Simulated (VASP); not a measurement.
# Pt (Fd-3m) in VASP: notebook

Pt is run at these levels: PBE; tasks: single point.

All numbers are computed with VASP 6.6.1; they aren't measurements. Logs are shortened: lines on timing, memory, paths and dates and some standing lists are left out, and cuts for length are marked.

### Step 1. The cell of the first run

The structure is cubic, space group Fd-3m (No. 227). Conventional cell: a = 4.620 Å, b = 4.620 Å, c = 4.620 Å, α = 90.00°, β = 90.00°, γ = 90.00°. Pt (site symmetry -43m) has 4 Pt at 2.00 Å within 2.7 Å.

This isn't the form of Pt at room conditions, which is fcc.

### Step 2. Single point, PBE

Contents of INCAR:

```
SYSTEM = Pt
ALGO = Normal ; EDIFF = 1E-6
ENCUT = 520 ; GGA = PE
ISIF = 2 ; ISMEAR = -1
LASPH = .TRUE. ; LCHARG = .FALSE.
LREAL = .FALSE. ; LWAVE = .FALSE.
NBANDS = 17 ; NELM = 60
PREC = Accurate ; SIGMA = 0.08
```

Contents of KPOINTS:

```
k-points
0
G
  14 14 14
  0 0 0
```

Contents of POSCAR:

```
Pt
1.0
    0.0000000000      2.3098266922      2.3098266922
    2.3098266922      0.0000000000      2.3098266922
    2.3098266922      2.3098266922      0.0000000000
Pt
2
Direct
   -0.1250000000     -0.1250000000     -0.1250000000
    0.1250000000      0.1250000000      0.1250000000
```

Potentials or basis: VASP PAW PBE potentials, release 64 (Pt).

Launch:

```console
$ cat potpaw_PBE.64/Pt/POTCAR > POTCAR
$ mpirun -np 1 vasp_std > vasp.out
```

OUTCAR:

```text
SYSTEM = Pt
   EDIFF = 1E-6
   ENCUT = 520
   GGA = PE
   ISIF = 2
   ISMEAR = -1
   LASPH = .TRUE.
   LREAL = .FALSE.
   NELM = 60
   PREC = Accurate

 ion  position               nearest neighbor table
   1  0.875  0.875  0.875-   2 2.00   2 2.00   2 2.00   2 2.00
   2  0.125  0.125  0.125-   1 2.00   1 2.00   1 2.00   1 2.00

  LATTYP: Found a face centered cubic cell.
 ALAT       =     4.6196533844

  Lattice vectors:

 A1 = (   0.0000000000,   2.3098266922,   2.3098266922)
 A2 = (   2.3098266922,   0.0000000000,   2.3098266922)
 A3 = (   2.3098266922,   2.3098266922,   0.0000000000)

Analysis of symmetry for initial positions (statically):
=====================================================================
 Subroutine PRICEL returns:
 Original cell was already a primitive cell.

 Routine SETGRP: Setting up the symmetry group for a
 face centered cubic supercell.

 Subroutine GETGRP returns: Found 48 space group operations
 (whereof 12 operations were pure point group operations)
 out of a pool of 48 trial point group operations.

The static configuration has the point symmetry D_3d.
 The point group associated with its full space group is O_h .

Analysis of symmetry for dynamics (positions and initial velocities):
=====================================================================
 Subroutine PRICEL returns:
 Original cell was already a primitive cell.

 Routine SETGRP: Setting up the symmetry group for a
 face centered cubic supercell.

 Subroutine GETGRP returns: Found 48 space group operations
 (whereof 12 operations were pure point group operations)
 out of a pool of 48 trial point group operations.

The dynamic configuration has the point symmetry D_3d.
 The point group associated with its full space group is O_h .

 Subroutine INISYM returns: Found 48 space group operations
 (whereof 12 operations are pure point group operations),
 and found     1 'primitive' translations

----------------------------------------------------------------------------------------

                                     Primitive cell

  volume of cell :      24.6472

  direct lattice vectors                    reciprocal lattice vectors
     0.000000000  2.309826692  2.309826692    -0.216466457  0.216466457  0.216466457
     2.309826692  0.000000000  2.309826692     0.216466457 -0.216466457  0.216466457
     2.309826692  2.309826692  0.000000000     0.216466457  0.216466457 -0.216466457
[... 76 lines left out ...]
   ISTART =      0    job   : 0-new  1-cont  2-samecut
   ICHARG =      2    charge: 1-file 2-atom 10-const
   ISPIN  =      1    spin polarized calculation?
   LNONCOLLINEAR =      F non collinear calculations
   LSORBIT =      F    spin-orbit coupling
   LASPH  =      T    aspherical Exc in radial PAW
   ENCUT  =  520.0 eV  38.22 Ry    6.18 a.u.   6.07  6.07  6.07*2*pi/ulx,y,z
   NELM   =     60;   NELMIN=  2; NELMDL= -5     # of ELM steps
   EDIFF  = 0.1E-05   stopping-criterion for ELM
   LREAL  =      F    real-space projection
   EDIFFG = 0.1E-04   stopping-criterion for IOM
   NSW    =      0    number of steps for IOM
   IBRION =     -1    ionic relax: 0-MD 1-quasi-New 2-CG
   NFREE  =      0    steps in history (QN), initial steepest desc. (CG)
   ISIF   =      2    stress and relaxation
   ISYM   =      2    0-nonsym 1-usesym 2-fastsym
   POTIM  = 0.5000    time-step for ionic-motion
   TEBEG  =    0.0;   TEEND  =   0.0 temperature during run
   PSTRESS=    0.0 pullay stress
   NELECT =      20.0000    total number of electrons
   NUPDOWN=      -1.0000    fix difference up-down
   EMIN   =  10.00;   EMAX   =-10.00  energy-range for DOS
   EFERMI =   0.00;   METHOD = LEGACY
   ISMEAR =    -1;   SIGMA  =   0.08  broadening in eV -4-tet -1-fermi 0-gaus
   EFERMI_NEDOS =   21; number of points for ismear=-14 and -15
   IALGO  =     38    algorithm
   IMIX   =      4    mixing-type and parameters
     AMIX     =   0.40;   BMIX     =  1.00
     AMIX_MAG =   1.60;   BMIX_MAG =  1.00
  volume/ion in A,a.u.               =      12.32        83.16
  Fermi-wavevector in a.u.,A,eV,Ry     =   1.526964  2.885543 31.723599  2.331619
  Thomas-Fermi vector in A             =   2.634925
   LORBIT       =      0    0 simple, 1 ext, 2 COOP (PROOUT), +10 PAW based schemes
   GGA     = PE    functional components
[... 5 lines left out ...]
 non-spin polarized calculation
  energy-cutoff  :      520.00
  volume of cell :       24.65
 maximum number of plane-waves:       675
   NGX = 13   NGY = 13   NGZ = 13

 number of electron      19.9999997 magnetization

 Free energy of the ion-electron system (eV)
  ---------------------------------------------------
  ext. energy  EPLUGINS =         0.00000000
  ---------------------------------------------------
  free energy    TOTEN  =         5.08651761 eV

  energy without entropy =        5.11282497  energy(sigma->0) =        5.09967129

 E-fermi :  17.3007     XC(G=0): -14.3179

 val. band max:       17.2959395135   @ k =  -0.4286   0.4286   0.0000
 cond. band min:      17.3256407109   @ k =   0.5000   0.2143   0.0000
 fundamental gap:      0.0297011974
 Fermi energy:        17.3007403622

 k-point     1 :       0.0000    0.0000    0.0000
  band No.  band energies     occupation
      1       3.7413      2.00000
      2       5.7583      2.00000
      3       5.7583      2.00000
      4       7.6131      2.00000
      5       7.6131      2.00000
      6       7.6131      2.00000
[... 457 lines left out ...]
      4       7.2292      2.00000
      5       7.4335      2.00000
      6       9.2300      2.00000
[... 9 lines left out ...]
     16      31.1576      0.00000
     17      32.8920      0.00000

 [... further k-points ...]

------------------------ aborting loop because EDIFF is reached ----------------------------------------

  FORCE on cell =-STRESS in cart. coord.  units (eV):
  Direction    XX          YY          ZZ          XY          YZ          ZX
  --------------------------------------------------------------------------------------
  -------------------------------------------------------------------------------------
  Total       58.5847753     58.5847753     58.5847753      0.0000000      0.0000000     -0.0000000
  in kB     3808.2650612   3808.2650612   3808.2650612      0.0000000      0.0000000     -0.0000000
  external PRESSURE =    3808.2650612 kB  Pullay stress =       0.0000000 kB

 VOLUME and BASIS-vectors are now :
 -----------------------------------------------------------------------------
  energy-cutoff  :      520.00
  volume of cell :       24.65
      direct lattice vectors                 reciprocal lattice vectors
     0.000000000  2.309826692  2.309826692    -0.216466457  0.216466457  0.216466457
     2.309826692  0.000000000  2.309826692     0.216466457 -0.216466457  0.216466457
     2.309826692  2.309826692  0.000000000     0.216466457  0.216466457 -0.216466457

 POSITION                                       TOTAL-FORCE (eV/Angst)
 -----------------------------------------------------------------------------------
      4.04220      4.04220      4.04220         0.000000     -0.000000      0.000000
      0.57746      0.57746      0.57746        -0.000000      0.000000     -0.000000
 -----------------------------------------------------------------------------------
    total drift:                                0.000000      0.000000      0.000000

  FREE ENERGIE OF THE ION-ELECTRON SYSTEM (eV)
  ---------------------------------------------------
  free  energy   TOTEN  =         5.0865176135 eV

  energy  without entropy=        5.1128249682  energy(sigma->0) =        5.09967129
```

OSZICAR:

```text
N       E                     dE             d eps       ncg     rms          rms(c)
DAV:   1     0.130521084653E+03    0.13052E+03   -0.10719E+04  3544   0.117E+03
DAV:   2     0.636566506589E+01   -0.12416E+03   -0.11929E+03  3877   0.271E+02
DAV:   3     0.403000625746E+01   -0.23357E+01   -0.23262E+01  4295   0.377E+01
DAV:   4     0.401569522038E+01   -0.14311E-01   -0.14310E-01  4170   0.300E+00
DAV:   5     0.401553474009E+01   -0.16048E-03   -0.16048E-03  4331   0.318E-01    0.595E+01
DAV:   6     0.471168493939E+01    0.69615E+00   -0.14860E-01  3661   0.316E+00    0.361E+01
DAV:   7     0.508514281549E+01    0.37346E+00   -0.14686E-01  3673   0.306E+00    0.986E-01
DAV:   8     0.508664280739E+01    0.15000E-02   -0.17484E-02  3802   0.109E+00    0.133E-01
DAV:   9     0.508654840360E+01   -0.94404E-04   -0.22841E-04  4485   0.115E-01    0.694E-02
DAV:  10     0.508651791736E+01   -0.30486E-04   -0.21405E-05  4097   0.318E-02    0.935E-03
DAV:  11     0.508651761353E+01   -0.30383E-06   -0.97238E-07  2656   0.780E-03
   1 F= 0.50865176E+01 E0= 0.50996713E+01  d E =-.263074E-01
```

Wall time 44 s (1 thread of Intel Xeon 8259CL, shared host); peak memory 0.17 GiB.

Results:

| Item | Value |
| --- | --- |
| Free energy | 5.0865 eV |
| Pressure | 380.8 GPa |
| Band gap on the k mesh | zero (bands 10 and 11 overlap by 1.46 eV) |

Caveat: the cell stands under pressure; spin-orbit coupling is left out, which moves the levels of the heavy elements.

### Step 3. Single point, PBE

Contents of INCAR:

```
PREC = Accurate
ENCUT = 520
EDIFF = 1E-7
ISMEAR = -1
SIGMA = 0.08
LREAL = F
LASPH = T
NELM = 60
ALGO = Normal
ISIF = 2
LWAVE = F
LCHARG = T
GGA = PE
LELF = T
LVHAR = T
NBANDS = 17
```

Contents of KPOINTS:

```
Automatic mesh
0
Gamma
  14 14 14
```

Contents of POSCAR:

```
Pt
1.0
    0.0000000000      2.3096290976      2.3096290976
    2.3096290976      0.0000000000      2.3096290976
    2.3096290976      2.3096290976      0.0000000000
Pt
2
Direct
   -0.1250000000     -0.1250000000     -0.1250000000
    0.1250000000      0.1250000000      0.1250000000
```

Potentials or basis: VASP PAW PBE potentials, release 64 (Pt).

Launch:

```console
$ cat potpaw_PBE.64/Pt/POTCAR > POTCAR
$ mpirun -np 1 vasp_std > vasp.out
```

Wall time 57 s (1 thread of Intel Xeon 8259CL, shared host); peak memory 0.16 GiB.

The run converged. Its results:

* Free energy: 5.1016 eV
* Pressure: 381.2 GPa
* Band gap on the k mesh: zero (bands 10 and 11 overlap by 1.46 eV)

Levels at points of the mesh, in eV from the Fermi level:
| k point | band 7 | band 8 | band 9 | band 10 | band 11 | band 12 | band 13 | band 14 |
| --- | --- | --- | --- | --- | --- | --- | --- | --- |
| (0.00, 0.00, 0.00) | -4.71 | -4.71 | -4.71 | 0.55 | 0.55 | 11.23 | 12.27 | 12.27 |
| (0.50, 0.00, 0.00) | -4.57 | -3.08 | -3.08 | -0.89 | -0.89 | 1.10 | 9.01 | 12.89 |
| (0.50, 0.50, 0.00) | -6.31 | -6.31 | -0.40 | -0.40 | 1.84 | 1.84 | 3.74 | 3.74 |

Caveat: the cell stands under pressure; spin-orbit coupling is left out, which moves the levels of the heavy elements.
